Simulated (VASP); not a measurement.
# Ni (Fm-3m) in VASP: further runs

The runs below take Ni through single point, with PBE.

All numbers are computed with VASP 6.6.1; they aren't measurements. Logs are shortened: lines on timing, memory, paths and dates and some standing lists are left out, and cuts for length are marked.

## Step 1: The cell of the first run

The structure is cubic, space group Fm-3m (No. 225). Conventional cell: a = 3.536 Å, b = 3.536 Å, c = 3.536 Å, α = 90.00°, β = 90.00°, γ = 90.00°. Within 3.3 Å of Ni (site symmetry m-3m) lie 12 Ni at 2.50 Å.

## Step 2: Single point, PBE, collinear spin, antiferromagnetic start

The input, INCAR:

```
PREC = Accurate ; ENCUT = 520
EDIFF = 1E-6 ; ISMEAR = 0
SIGMA = 0.1 ; LREAL = False
LASPH = True ; NELM = 150
ALGO = Normal ; ISIF = 2
LWAVE = False ; LCHARG = True
ISPIN = 2 ; MAGMOM = 2 -2
LORBIT = 11 ; LMAXMIX = 4
GGA = PE ; LELF = True
LVHAR = True ; NBANDS = 21
```

The input, KPOINTS:

```
regular mesh
0
Gamma
  12 6 12
```

The input, POSCAR:

```
Ni
1.0
    0.0000000000      1.7677500000      1.7677500000
    3.5355000000      0.0000000000      3.5355000000
    1.7677500000      1.7677500000      0.0000000000
Ni
2
Direct
    0.0000000000      0.0000000000      0.0000000000
    0.0000000000      0.5000000000      0.0000000000
```

Potentials or basis: VASP PAW PBE potentials, release 64 (Ni).

The run is started by

```bash
cat potpaw_PBE.64/Ni/POTCAR > POTCAR
mpirun -np 1 vasp_std > vasp.out
```

OUTCAR:

```text
PREC = Accurate
   ENCUT = 520
   EDIFF = 1E-6
   ISMEAR = 0
   LREAL = False
   LASPH = True
   NELM = 150
   ISIF = 2
   ISPIN = 2
   LORBIT = 11
   GGA = PE

 ion  position               nearest neighbor table
   1  0.000  0.000  0.000-   2 2.50   2 2.50   2 2.50   2 2.50   2 2.50   2 2.50
   2  0.000  0.500  0.000-   1 2.50   1 2.50   1 2.50   1 2.50   1 2.50   1 2.50

  LATTYP: Found a trigonal (rhomboedric) cell.
 ALAT       =     4.3300854928
 COS(alpha) =     0.8333333333

  Lattice vectors:

 A1 = (   1.7677500000,  -3.5355000000,   1.7677500000)
 A2 = (   3.5355000000,  -1.7677500000,   1.7677500000)
 A3 = (   1.7677500000,  -1.7677500000,   3.5355000000)

Analysis of symmetry for initial positions (statically):
=====================================================================
 Subroutine PRICEL returns following result:

  LATTYP: Found a face centered cubic cell.
 ALAT       =     3.5355000000
[... 12 lines left out ...]
 Subroutine GETGRP returns: Found 12 space group operations
 (whereof 12 operations were pure point group operations)
 out of a pool of 12 trial point group operations.

The static configuration has the point symmetry D_3d.

Analysis of symmetry for dynamics (positions and initial velocities):
=====================================================================
 Subroutine PRICEL returns following result:

  LATTYP: Found a face centered cubic cell.
 ALAT       =     3.5355000000
[... 12 lines left out ...]
 Subroutine GETGRP returns: Found 12 space group operations
 (whereof 12 operations were pure point group operations)
 out of a pool of 12 trial point group operations.

The dynamic configuration has the point symmetry D_3d.

Analysis of structural, dynamic, and magnetic symmetry:
=====================================================================
 Subroutine PRICEL returns following result:

  LATTYP: Found a face centered cubic cell.
 ALAT       =     3.5355000000
[... 12 lines left out ...]
 Subroutine GETGRP returns: Found 12 space group operations
 (whereof 12 operations were pure point group operations)
 out of a pool of 12 trial point group operations.

The overall configuration has the point symmetry D_3d.

 Subroutine INISYM returns: Found 12 space group operations
 (whereof 12 operations are pure point group operations),
 and found     2 'primitive' translations

----------------------------------------------------------------------------------------

                                     Primitive cell

  volume of cell :      11.0482

  direct lattice vectors                    reciprocal lattice vectors
[... 122 lines left out ...]
   IMIX   =      4    mixing-type and parameters
     AMIX     =   0.40;   BMIX     =  1.00
     AMIX_MAG =   1.60;   BMIX_MAG =  1.00
  volume/ion in A,a.u.               =      11.05        74.56
  Fermi-wavevector in a.u.,A,eV,Ry     =   1.583595  2.992560 34.120303  2.507772
  Thomas-Fermi vector in A             =   2.683341
   LORBIT       =     11    0 simple, 1 ext, 2 COOP (PROOUT), +10 PAW based schemes
   GGA     = PE    functional components
   LHFCALC =     F    Hartree Fock is set to
   AEXX    =    0.0000 exact exchange contribution
   IVDW    =     0    specifies the selected vdW correction
   LEPSILON=     F    determine dielectric tensor
   LRPA    =     F    only Hartree local field effects (RPA)
 spin polarized calculation
 Gauss-broadening in eV      SIGMA  =   0.10
  energy-cutoff  :      520.00
  volume of cell :       22.10
 maximum number of plane-waves:       609
   NGX =  9   NGY = 19   NGZ =  9

 number of electron      20.0000019 magnetization      -0.0000000

 number of electron      20.0000020 magnetization       0.0000000

 Free energy of the ion-electron system (eV)
  ---------------------------------------------------
  ext. energy  EPLUGINS =         0.00000000
  ---------------------------------------------------
  free energy    TOTEN  =       -10.85475255 eV

  energy without entropy =      -10.82586384  energy(sigma->0) =      -10.84030819

 E-fermi :   8.9797     XC(G=0): -13.1638

 val. band max:        8.9770587532   @ k =  -0.3333   0.5000   0.1667
 cond. band min:       8.9839450091   @ k =   0.1667   0.0000   0.0000
 fundamental gap:      0.0068862558
 Fermi energy:         8.9796971330

 spin component 1

 k-point     1 :       0.0000    0.0000    0.0000
  band No.  band energies     occupation
      1       0.2388      1.00000
      2       4.6343      1.00000
      3       7.0094      1.00000
      4       7.0094      1.00000
      5       7.1711      1.00000
      6       7.2417      1.00000
[... 565 lines left out ...]
     20      32.1689      0.00000
     21      38.6571      0.00000

 [... further k-points ...]

 spin component 2

 k-point     1 :       0.0000    0.0000    0.0000
  band No.  band energies     occupation
      1       0.2388      1.00000
      2       4.6343      1.00000
      3       7.0094      1.00000
      4       7.0094      1.00000
      5       7.1711      1.00000
      6       7.2417      1.00000
[... 565 lines left out ...]
     20      32.1689      0.00000
     21      38.6571      0.00000

 [... further k-points ...]
[... 5 lines left out ...]
  --------------------------------------------------------------------------------------
  -------------------------------------------------------------------------------------
  Total       -0.5078286     -0.5078286     -0.5078286     -0.0276685     -0.0276685      0.0276685
  in kB      -36.8218155    -36.8218155    -36.8218155     -2.0062008     -2.0062008      2.0062008
  external PRESSURE =     -36.8218155 kB  Pullay stress =       0.0000000 kB

 VOLUME and BASIS-vectors are now :
 -----------------------------------------------------------------------------
  energy-cutoff  :      520.00
  volume of cell :       22.10
      direct lattice vectors                 reciprocal lattice vectors
     0.000000000  1.767750000  1.767750000    -0.282845425  0.282845425  0.282845425
     3.535500000  0.000000000  3.535500000     0.141422712 -0.141422712  0.141422712
     1.767750000  1.767750000  0.000000000     0.282845425  0.282845425 -0.282845425

 POSITION                                       TOTAL-FORCE (eV/Angst)
 -----------------------------------------------------------------------------------
      0.00000      0.00000      0.00000        -0.000000      0.000000      0.000000
      1.76775      0.00000      1.76775         0.000000     -0.000000      0.000000
 -----------------------------------------------------------------------------------
    total drift:                               -0.000000     -0.000000     -0.000000

  FREE ENERGIE OF THE ION-ELECTRON SYSTEM (eV)
  ---------------------------------------------------
  free  energy   TOTEN  =       -10.8547525454 eV

  energy  without entropy=      -10.8258638416  energy(sigma->0) =      -10.84030819

 total charge

# of ion       s       p       d       tot
------------------------------------------
    1        0.488   0.480   8.317   9.285
    2        0.488   0.480   8.317   9.285
--------------------------------------------------
tot          0.975   0.960  16.634  18.570

 magnetization (x)

# of ion       s       p       d       tot
------------------------------------------
    1       -0.001  -0.000   0.271   0.270
    2        0.001   0.000  -0.271  -0.270
--------------------------------------------------
tot          0.000   0.000   0.000   0.000
```

OSZICAR:

```text
N       E                     dE             d eps       ncg     rms          rms(c)
DAV:   1     0.977516248531E+02    0.97752E+02   -0.88835E+03  8856   0.135E+03
DAV:   2    -0.666097533052E+01   -0.10441E+03   -0.96238E+02  8437   0.235E+02
DAV:   3    -0.124354935757E+02   -0.57745E+01   -0.56174E+01  9477   0.640E+01
DAV:   4    -0.125125481439E+02   -0.77055E-01   -0.76983E-01  9537   0.681E+00
DAV:   5    -0.125147675878E+02   -0.22194E-02   -0.22193E-02  9481   0.113E+00    0.158E+01
DAV:   6    -0.115217268488E+02    0.99304E+00   -0.94119E+00  9684   0.599E+01    0.911E+00
DAV:   7    -0.108601519152E+02    0.66157E+00   -0.19840E+00  9735   0.258E+01    0.273E+00
DAV:   8    -0.108591427257E+02    0.10092E-02   -0.89718E-02 11834   0.451E+00    0.107E+00
DAV:   9    -0.108559250072E+02    0.32177E-02   -0.93904E-03 11551   0.123E+00    0.405E-01
DAV:  10    -0.108547915871E+02    0.11334E-02   -0.24818E-03 13951   0.688E-01    0.109E-01
DAV:  11    -0.108547887250E+02    0.28621E-05   -0.28847E-04 11560   0.242E-01    0.620E-02
DAV:  12    -0.108547478327E+02    0.40892E-04   -0.68198E-05 12631   0.102E-01    0.236E-02
DAV:  13    -0.108547529198E+02   -0.50871E-05   -0.53128E-06  8848   0.287E-02    0.133E-02
DAV:  14    -0.108547525454E+02    0.37438E-06   -0.27381E-06  4891   0.211E-02
   1 F= -.10854753E+02 E0= -.10840308E+02  d E =-.288887E-01  mag=     0.0000
```

Run time: 1.7 min. Hardware: 1 thread of AMD EPYC 7R43 (Zen 3), shared host; peak memory 0.16 GiB.

Results:

```yaml
Free_energy: -10.8548 eV
Pressure: -3.7 GPa
Band_gap_on_the_k_mesh: zero (filled and empty bands overlap)
Net_moment: 0.00 μB per cell
Site_moments: Ni +0.27, -0.27 μB
Valence_electrons_inside_the_program's_atomic_spheres: Ni 9.29
```

Levels at points of the mesh, in eV from the Fermi level:
Spin up:
```tsv
k point	band 7	band 8	band 9	band 10	band 11	band 12	band 13	band 14
(0.00, 0.00, 0.00)	-1.74	-0.74	-0.74	-0.11	-0.02	-0.02	5.95	22.19
(0.50, 0.00, 0.00)	-0.12	-0.09	0.03	0.22	0.24	2.60	5.95	9.39
(0.00, 0.50, 0.00)	-1.46	-1.46	-0.74	-0.74	-0.56	-0.56	14.48	14.56
(0.50, 0.50, 0.00)	-1.09	-0.92	-0.17	0.20	2.47	2.67	8.61	8.66
```
Spin down:
```csv
k point,band 6,band 7,band 8,band 9,band 10,band 11,band 12,band 13,band 14,band 15
"(0.00, 0.00, 0.00)",-1.74,-1.74,-0.74,-0.74,-0.11,-0.02,-0.02,5.95,22.19,23.69
"(0.50, 0.00, 0.00)",-0.20,-0.12,-0.09,0.03,0.22,0.24,2.60,5.95,9.39,14.87
"(0.00, 0.50, 0.00)",-1.79,-1.46,-1.46,-0.74,-0.74,-0.56,-0.56,14.48,14.56,23.76
"(0.50, 0.50, 0.00)",-1.69,-1.09,-0.92,-0.17,0.20,2.47,2.67,8.61,8.66,14.63
```

## Step 3: Single point, PBE, collinear spin, ferromagnetic start

The input, INCAR:

```
SYSTEM = Ni
ALGO = Normal
EDIFF = 1E-7
ENCUT = 520
GGA = PE
ISIF = 2
ISMEAR = 0
ISPIN = 2
LASPH = .TRUE.
LCHARG = .TRUE.
LELF = .TRUE.
LMAXMIX = 4
LORBIT = 11
LREAL = .FALSE.
LVHAR = .TRUE.
LWAVE = .FALSE.
MAGMOM = 2 2
NBANDS = 21
NELM = 150
PREC = Accurate
SIGMA = 0.1
```

The input, KPOINTS:

```
k-points
0
G
  12 6 12
  0 0 0
```

POSCAR is that of step 2.

Potentials or basis: VASP PAW PBE potentials, release 64 (Ni).

The run is started by

```bash
cat potpaw_PBE.64/Ni/POTCAR > POTCAR
mpirun -np 1 vasp_std > vasp.out
```

Wall time 1.9 min (1 thread of AMD EPYC 7R43 (Zen 3), shared host); peak memory 0.16 GiB.

The run converged. Its results:

```
Free energy                                           : -10.9453 eV
Pressure                                              : -2.4 GPa
Net moment                                            : 1.37 μB per cell
Site moments                                          : Ni +0.70 μB
Valence electrons inside the program's atomic spheres : Ni 9.28
```

Levels at points of the mesh, in eV from the Fermi level:
Spin up:
```
           k point  band 7  band 8  band 9  band 10  band 11  band 12  band 13  band 14  band 15  band 16
(0.00, 0.00, 0.00)   -2.41   -1.28   -1.28    -0.65    -0.65    -0.26     5.53    22.10    23.60    24.40
(0.50, 0.00, 0.00)   -0.65   -0.59   -0.53    -0.53    -0.26     2.44     5.53     9.07    14.68    14.68
(0.00, 0.50, 0.00)   -2.22   -2.22   -1.22    -1.22    -1.22    -1.22    14.26    14.26    23.67    23.67
(0.50, 0.50, 0.00)   -1.58   -1.58   -0.61    -0.61     2.18     2.18     8.34     8.34    14.41    14.41
```
Spin down:
```
           k point  band 7  band 8  band 9  band 10  band 11  band 12
(0.00, 0.00, 0.00)   -1.62   -0.64   -0.64    -0.33     0.17     0.17
(0.50, 0.00, 0.00)    0.08    0.17    0.17     0.41     0.41     2.40
(0.00, 0.50, 0.00)   -1.46   -1.46   -0.51    -0.51    -0.51    -0.51
(0.50, 0.50, 0.00)   -0.87   -0.87    0.23     0.23     2.58     2.58
```

## Step 4: Single point, PBE, collinear spin

The input, INCAR:

```
ALGO = Normal ; EDIFF = 1E-6
ENCUT = 520 ; GGA = PE
ISIF = 2 ; ISMEAR = 0
ISPIN = 2 ; LASPH = T
LCHARG = F ; LMAXMIX = 4
LORBIT = 11 ; LREAL = F
LWAVE = F ; MAGMOM = 0 2
NBANDS = 21 ; NELM = 150
PREC = Accurate ; SIGMA = 0.1
```

The input, KPOINTS:

```
k-points
0
Gamma
  12 6 12
```

POSCAR is that of step 3.

Potentials or basis: VASP PAW PBE potentials, release 64 (Ni).

The run is started by

```bash
cat potpaw_PBE.64/Ni/POTCAR > POTCAR
mpirun -np 1 vasp_std > vasp.out
```

OUTCAR:

```text
EDIFF = 1E-6
   ENCUT = 520
   GGA = PE
   ISIF = 2
   ISMEAR = 0
   ISPIN = 2
   LASPH = T
   LORBIT = 11
   LREAL = F
   NELM = 150
   PREC = Accurate

 ion  position               nearest neighbor table
   1  0.000  0.000  0.000-   2 2.50   2 2.50   2 2.50   2 2.50   2 2.50   2 2.50
   2  0.000  0.500  0.000-   1 2.50   1 2.50   1 2.50   1 2.50   1 2.50   1 2.50

  LATTYP: Found a trigonal (rhomboedric) cell.
 ALAT       =     4.3300854928
 COS(alpha) =     0.8333333333

  Lattice vectors:

 A1 = (   1.7677500000,  -3.5355000000,   1.7677500000)
 A2 = (   3.5355000000,  -1.7677500000,   1.7677500000)
 A3 = (   1.7677500000,  -1.7677500000,   3.5355000000)

Analysis of symmetry for initial positions (statically):
=====================================================================
 Subroutine PRICEL returns following result:

  LATTYP: Found a face centered cubic cell.
 ALAT       =     3.5355000000

  Lattice vectors:

 A1 = (   0.0000000000,   1.7677500000,   1.7677500000)
 A2 = (   1.7677500000,   0.0000000000,   1.7677500000)
 A3 = (   1.7677500000,   1.7677500000,   0.0000000000)

   2 primitive cells build up your supercell.

 Routine SETGRP: Setting up the symmetry group for a
 trigonal (rhombohedral) supercell.

 Subroutine GETGRP returns: Found 12 space group operations
 (whereof 12 operations were pure point group operations)
 out of a pool of 12 trial point group operations.

The static configuration has the point symmetry D_3d.

Analysis of symmetry for dynamics (positions and initial velocities):
=====================================================================
 Subroutine PRICEL returns following result:

  LATTYP: Found a face centered cubic cell.
 ALAT       =     3.5355000000

  Lattice vectors:
[... 175 lines left out ...]
   IVDW    =     0    specifies the selected vdW correction
   LEPSILON=     F    determine dielectric tensor
   LRPA    =     F    only Hartree local field effects (RPA)
 spin polarized calculation
 Gauss-broadening in eV      SIGMA  =   0.10
  energy-cutoff  :      520.00
  volume of cell :       22.10
 maximum number of plane-waves:       609
   NGX =  9   NGY = 19   NGZ =  9

 number of electron      20.0000019 magnetization       1.3711019

 Free energy of the ion-electron system (eV)
  ---------------------------------------------------
  ext. energy  EPLUGINS =         0.00000000
  ---------------------------------------------------
  free energy    TOTEN  =       -10.94533381 eV

  energy without entropy =      -10.92823977  energy(sigma->0) =      -10.93678679

 E-fermi :   9.1595     XC(G=0): -13.1667

 val. band max:        9.1524607297   @ k =  -0.1667   0.0000   0.1667
 cond. band min:       9.1829920222   @ k =   0.5000   0.1667   0.1667
 fundamental gap:      0.0305312926
 Fermi energy:         9.1594761530

 spin component 1

 k-point     1 :       0.0000    0.0000    0.0000
  band No.  band energies     occupation
      1       0.2563      1.00000
      2       4.3798      1.00000
      3       6.7183      1.00000
      4       6.7183      1.00000
      5       6.7183      1.00000
      6       6.7451      1.00000
[... 565 lines left out ...]
     20      32.1115      0.00000
     21      38.6000      0.00000

 [... further k-points ...]

 spin component 2

 k-point     1 :       0.0000    0.0000    0.0000
  band No.  band energies     occupation
      1       0.2216      1.00000
      2       4.8530      1.00000
      3       7.4196      1.00000
      4       7.4196      1.00000
      5       7.5399      1.00000
      6       7.5400      1.00000
[... 565 lines left out ...]
     20      32.2096      0.00000
     21      38.7074      0.00000

 [... further k-points ...]
[... 5 lines left out ...]
  --------------------------------------------------------------------------------------
  -------------------------------------------------------------------------------------
  Total       -0.3278035     -0.3278035     -0.3278035     -0.0000819     -0.0000819      0.0000819
  in kB      -23.7684960    -23.7684960    -23.7684960     -0.0059362     -0.0059362      0.0059362
  external PRESSURE =     -23.7684960 kB  Pullay stress =       0.0000000 kB

 VOLUME and BASIS-vectors are now :
 -----------------------------------------------------------------------------
  energy-cutoff  :      520.00
  volume of cell :       22.10
      direct lattice vectors                 reciprocal lattice vectors
     0.000000000  1.767750000  1.767750000    -0.282845425  0.282845425  0.282845425
     3.535500000  0.000000000  3.535500000     0.141422712 -0.141422712  0.141422712
     1.767750000  1.767750000  0.000000000     0.282845425  0.282845425 -0.282845425

 POSITION                                       TOTAL-FORCE (eV/Angst)
 -----------------------------------------------------------------------------------
      0.00000      0.00000      0.00000        -0.000000      0.000000      0.000000
      1.76775      0.00000      1.76775         0.000000     -0.000000      0.000000
 -----------------------------------------------------------------------------------
    total drift:                               -0.000000     -0.000000     -0.000000

  FREE ENERGIE OF THE ION-ELECTRON SYSTEM (eV)
  ---------------------------------------------------
  free  energy   TOTEN  =       -10.9453338067 eV

  energy  without entropy=      -10.9282397667  energy(sigma->0) =      -10.93678679

 total charge

# of ion       s       p       d       tot
------------------------------------------
    1        0.493   0.486   8.303   9.282
    2        0.493   0.486   8.303   9.282
--------------------------------------------------
tot          0.986   0.972  16.606  18.564

 magnetization (x)

# of ion       s       p       d       tot
------------------------------------------
    1       -0.006  -0.026   0.731   0.699
    2       -0.006  -0.026   0.731   0.699
--------------------------------------------------
tot         -0.011  -0.052   1.462   1.399
```

Wall time 2.3 min (1 thread of AMD EPYC 7R43 (Zen 3), shared host); peak memory 0.15 GiB.

Results:

* Free energy: -10.9453 eV
* Pressure: -2.4 GPa
* Net moment: 1.37 μB per cell
* Site moments: Ni +0.70 μB
* Valence electrons inside the program's atomic spheres: Ni 9.28

Levels at points of the mesh, in eV from the Fermi level:
Spin up:
```
           k point  band 7  band 8  band 9  band 10  band 11  band 12  band 13  band 14  band 15  band 16
(0.00, 0.00, 0.00)   -2.41   -1.28   -1.28    -0.65    -0.65    -0.26     5.53    22.10    23.60    24.40
(0.50, 0.00, 0.00)   -0.65   -0.59   -0.53    -0.53    -0.26     2.44     5.53     9.07    14.68    14.68
(0.00, 0.50, 0.00)   -2.22   -2.22   -1.22    -1.22    -1.22    -1.22    14.26    14.26    23.67    23.67
(0.50, 0.50, 0.00)   -1.58   -1.58   -0.61    -0.61     2.18     2.18     8.34     8.34    14.41    14.41
```
Spin down:
| k point | band 6 | band 7 | band 8 | band 9 | band 10 | band 11 | band 12 | band 13 |
| --- | --- | --- | --- | --- | --- | --- | --- | --- |
| (0.00, 0.00, 0.00) | -1.62 | -1.62 | -0.64 | -0.64 | -0.33 | 0.17 | 0.17 | 5.99 |
| (0.50, 0.00, 0.00) | -0.33 | 0.08 | 0.17 | 0.17 | 0.41 | 0.41 | 2.40 | 5.99 |
| (0.00, 0.50, 0.00) | -1.46 | -1.46 | -1.46 | -0.51 | -0.51 | -0.51 | -0.51 | 14.41 |
| (0.50, 0.50, 0.00) | -1.73 | -0.87 | -0.87 | 0.23 | 0.23 | 2.58 | 2.58 | 8.56 |

## Step 5: Overview

| spin | gap on the mesh (eV) | pressure (GPa) | moment (μB) |
| --- | --- | --- | --- |
| collinear, antiferromagnetic start | none | -3.7 | 0.00 |
| collinear, ferromagnetic start | none | -2.4 | 1.37 |
| collinear | none | -2.4 | 1.37 |

Alike in all rows: task single point; level PBE; potentials or basis VASP PAW PBE potentials, release 64 (Ni); cell as given; k mesh 12 × 6 × 12; cutoff (eV) 520; smearing gaussian 0.1 eV.

Every run on the cell as given and a fine mesh finds a metal.

Absolute energies hang on the potentials; compare differences alone.
